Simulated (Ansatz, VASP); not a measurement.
BAs in VASP and in Ansatz

Contents of INCAR:

```
  PREC = Accurate
  ENCUT = 520
  EDIFF = 1E-6
  ISMEAR = 0
  SIGMA = 0.05
  LREAL = F
  LASPH = T
  NELM = 100
  ALGO = Normal
  ISIF = 2
  LWAVE = F
  LCHARG = F
  GGA = PE
  NBANDS = 11
```

KPOINTS

```
regular mesh
0
Gamma
  12 12 12
```

The input POSCAR:

```
BAs
1.0
    0.0000000000      2.4373523937      2.3398582980
    2.4373523937      0.0000000000      2.3398582980
    2.4373523937      2.4373523937      0.0000000000
B As
1 1
Direct
    0.0000000000      0.0000000000      0.0000000000
    0.7500000000      0.7500000000      0.7500000000
```

Input for Ansatz:

```yaml
crystal:
  lattice:
    - [0.0, 2.4373523937, 2.339858298]
    - [2.4373523937, 0.0, 2.339858298]
    - [2.4373523937, 2.4373523937, 0.0]
  atoms:
    - { symbol: B, position: [0.0, 0.0, 0.0] }
    - { symbol: As, position: [0.75, 0.75, 0.75] }
basis:
  ecutwfc: 420
kpoints:
  mp_grid: { grid: [12, 12, 12] }
hamiltonian:
  xc: pbe
scf:
  occupations: { method: gaussian, width: 0.05 }
output:
  forces: true
  stress: true
  eigenvalues: true
```

Alike in both runs: task single point; functional PBE; k mesh 12 × 12 × 12; occupations gaussian, width 0.05 eV; no spin polarisation.

```csv
,VASP,Ansatz
version,VASP 6.6.1,Ansatz 0.2.0
potentials or method,"VASP PAW PBE potentials, release 64 (B, As), cutoff 520 eV","scalar-relativistic, plane waves, PAW"
valence electrons in the cell,8,18
```

|  | VASP | Ansatz | Ansatz less VASP |
| --- | --- | --- | --- |
| gap on the k mesh at the Fermi level (eV) | 0.61 | 0.62 | +0.008 |
| least direct gap on the mesh (eV) | 2.84 | 2.84 | +0.004 |
| pressure (GPa) | 0.6 | 0.0 | -0.59 |
| traceless stress, the component that is largest in VASP (GPa) | 5.17 | 5.20 | +0.025 |

The functional is the same, so the differences come from potentials, cutoffs and numerics. VASP's potentials hold 8 valence electrons a cell and Ansatz's 18, so a difference there can come from the potentials and not from the codes.
